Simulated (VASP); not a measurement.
MoS2: single point with PBE

The system is MoS2.

```
Mo S
1.0
     3.16000    0.00000    0.00000
    -1.58000    2.73664    0.00000
     0.00000    0.00000   12.29500
Mo S
2 4
Cartesian
  0.0000 1.8244 3.0737
  1.5800 0.9122 9.2212
  0.0000 1.8244 7.6352
  0.0000 1.8244 10.8073
  1.5800 0.9122 1.4877
  1.5800 0.9122 4.6598
```

| Property | Result |
| --- | --- |
| Program | VASP 6.6.1 |
| Task | single point |
| Functional | PBE |
| Potentials or basis | VASP PAW PBE potentials, release 64 (Mo_sv, S) |
| Cutoff | 500 eV |
| k mesh | 9 × 9 × 2 |
| Occupations | gaussian, width 0.01 eV |
| Spin | no spin polarisation |

```
Pressure               : 0.8 GPa
Largest force          : 0.422 eV/Å
Band gap on the k mesh : 0.95 eV, indirect (least direct gap 1.71 eV)
```

Forces in eV/Å, atoms in the order of the input:
```
Mo   0.000  0.000  0.000
Mo   0.000  0.000  0.000
S    0.000  0.000  0.422
S    0.000  0.000 -0.422
S    0.000  0.000  0.422
S    0.000  0.000 -0.422
```

Stress tensor (GPa, compression positive):
```
 1.52  0.00  0.00
 0.00  1.52  0.00
 0.00  0.00 -0.74
```

Levels at points of the mesh, in eV from the valence-band top:
```
           k point  band 24  band 25  band 26  band 27  band 28  band 29
(0.00, 0.00, 0.00)    -1.18    -1.13     0.00     2.17     2.17     2.21
(0.00, 0.00, 0.50)    -1.98    -0.26    -0.26     2.18     2.18     2.18
```

Run time: 86 s on 1 thread of Intel Xeon 6975P-C, with other jobs on the host, peak memory 0.25 GiB.

Caveat: this functional lacks dispersion, which binds the layers, so the pressure and a relaxed spacing across them are unreliable. A hybrid or GW would open this gap; PBE tends to underestimate it.
